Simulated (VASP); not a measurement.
Input of a VASP 6.6.1 run:

File INCAR:

```
SYSTEM = HC12
ALGO = Normal
DIPOL = 0.5 0.5 0.294
EDIFF = 1E-6
ENCUT = 520
IDIPOL = 3
ISIF = 2
ISMEAR = 0
LASPH = .TRUE.
LCHARG = .TRUE.
LDIPOL = .TRUE.
LELF = .TRUE.
LREAL = Auto
LVACPOTAV = .TRUE.
LVHAR = .TRUE.
LWAVE = .FALSE.
NBANDS = 68
NELM = 100
PREC = Accurate
SIGMA = 0.05
```

Contents of KPOINTS:

```
k-points
0
G
  6 4 1
  0 0 0
```

File POSCAR:

```
HC12
1.0
    4.8892663280      0.0000000000      0.0000000000
   -2.4446331640      6.7739291692      0.0000000000
    0.0000000000      0.0000000000     22.7684096771
C H
24 2
Direct
    0.4020794403      0.3041588806      0.1756820110
    0.4020794403      0.8041588805      0.1756820110
    0.9020794403      0.3041588806      0.1756820110
    0.9020794403      0.8041588805      0.1756820110
    0.1630408159      0.3260816317      0.2059829668
    0.1630408159      0.8260816317      0.2059829668
    0.6630408159      0.3260816317      0.2059829668
    0.6630408159      0.8260816317      0.2059829668
    0.1846395683      0.3692791367      0.2666259491
    0.1846395683      0.8692791367      0.2666259491
    0.6846395683      0.3692791367      0.2666259491
    0.6846395683      0.8692791367      0.2666259491
    0.4461625696      0.3923265051      0.2960492075
    0.4461625696      0.8923265051      0.2960492075
    0.9461625696      0.3923265051      0.2960492075
    0.9461625696      0.8923265051      0.2960492075
    0.4715644646      0.4431294558      0.3591099590
    0.4715644646      0.9431294558      0.3591099590
    0.9715644646      0.4431294558      0.3591099590
    0.9715644646      0.9431294558      0.3591099590
    0.2327030006      0.4654044969      0.3851129614
    0.2327030006      0.9654044969      0.3851129614
    0.7327030006      0.4654044969      0.3851129614
    0.7327030006      0.9654044969      0.3851129614
    0.2327030006      0.7814163725      0.4470408703
    0.2327030006      1.1493926212      0.4470408703
```

Potentials or basis: VASP PAW LDA potentials, release 64 (C, H).

Launch:

```bash
$ cat potpaw_LDA.64/C/POTCAR potpaw_LDA.64/H/POTCAR > POTCAR
$ mpirun -np 1 vasp_std > vasp.out
```

(1) Predict the band gap on the k mesh.

(2) Estimate the largest force.

Answers

(1) zero (bands 49 and 50 overlap by 0.02 eV).

(2) 5.328 eV/Å.
